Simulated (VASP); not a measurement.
Set up this calculation in VASP 6.6.1, as the native input.

```
Task                   : relaxation of cell and atoms
Functional             : PBE
Potentials or basis    : VASP PAW PBE potentials, release 64 (Ga_d, Ir)
Cutoff                 : 600 eV
k mesh                 : 16 × 16 × 8
Occupations            : gaussian, width 0.1 eV
Spin                   : no spin polarisation
Dipole correction      : no
Further INCAR settings : ALGO = Fast; EDIFF = 1e-06; IBRION = 2; EDIFFG = -0.01; NSW = 100; ISIF = 3
```

The structure of GaIr2 lies in POSCAR:

```
GaIr2
1.0
    2.8577139729      0.0000000000      0.0000000000
    0.0000000000      2.8577139729      0.0000000000
    0.0000000000      0.0000000000      5.7582050964
Ga Ir
1 2
Direct
    0.0000000000      0.0000000000      0.0000000000
    0.5000000000      0.5000000000      0.2838253500
    0.5000000000      0.5000000000      0.7161746500
```

The cell was generated, and may not be a known phase.

These files were run (other wordings do the same):

INCAR

```
SYSTEM = GaIr2
ALGO = Fast
EDIFF = 1E-6
EDIFFG = -0.01
ENCUT = 600
GGA = PE
IBRION = 2
ISIF = 3
ISMEAR = 0
LASPH = .True.
LCHARG = .False.
LREAL = .False.
LWAVE = .False.
NELM = 100
NSW = 100
PREC = Accurate
SIGMA = 0.1
```

KPOINTS

```
k-points
0
Gamma
  16 16 8
  0 0 0
```

Potentials or basis: VASP PAW PBE potentials, release 64 (Ga_d, Ir).

Run with:

```sh
$ cat potpaw_PBE.64/Ga_d/POTCAR potpaw_PBE.64/Ir/POTCAR > POTCAR
$ mpirun -np 1 vasp_std > vasp.out
```

It gave:

- Relaxed volume: 15.70 Å³/atom
- Relaxed cell: a = 2.857 Å, b = 2.857 Å, c = 5.769 Å, α = 90.00°, β = 90.00°, γ = 90.00°
- Space group after relaxing (to 0.1 Å): P4/mmm (No. 123)
- Energy gained by relaxing: 0.1 meV/atom
- Ionic steps: 8
- Pressure after relaxing: -0.1 GPa
- Largest force after relaxing: 0.007 eV/Å
- Band gap on the k mesh: zero (an odd number of electrons rules out a gap without spin polarisation)

Caveat: spin-orbit coupling is left out, which moves the levels of the heavy elements.

Wall time 8.9 min on 1 thread of Oxide Virtual Turin-like Processor, on a shared host, peak memory 0.35 GiB.
